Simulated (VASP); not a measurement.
Here is a VASP 6.6.1 calculation.

The input INCAR:

```
SYSTEM = Li
PREC     = Accurate       ! precision mode
ENCUT    = 520            ! plane-wave cutoff, eV
EDIFF    = 1E-6           ! SCF threshold, eV
ISMEAR   = -1             ! smearing method
SIGMA    = 0.1            ! smearing width, eV
LREAL    = .FALSE.        ! projectors in reciprocal space
LASPH    = .TRUE.         ! aspherical terms in the spheres
NELM     = 60             ! most SCF steps
ALGO     = Normal         ! electronic algorithm
ISIF     = 2              ! what is computed and relaxed
LWAVE    = .FALSE.        ! write WAVECAR
LCHARG   = .FALSE.        ! write CHGCAR
GGA      = PE             ! functional
NBANDS   = 8              ! bands
```

File KPOINTS:

```
Automatic mesh
0
G
  21 21 21
  0 0 0
```

POSCAR

```
Li
1.0
   -1.6683935469      1.6683935469      1.6683935469
    1.6683935469     -1.6683935469      1.6683935469
    1.6683935469      1.6683935469     -1.6683935469
Li
1
Direct
    0.0000000000      0.0000000000      0.0000000000
```

Potentials or basis: VASP PAW PBE potentials, release 64 (Li_sv).

The run is started by

```sh
$ cat potpaw_PBE.64/Li_sv/POTCAR > POTCAR
$ mpirun -np 1 vasp_std > vasp.out
```

(1) What does it give for the band gap on the k mesh?

Answers

(1) zero (an odd number of electrons rules out a gap without spin polarisation).
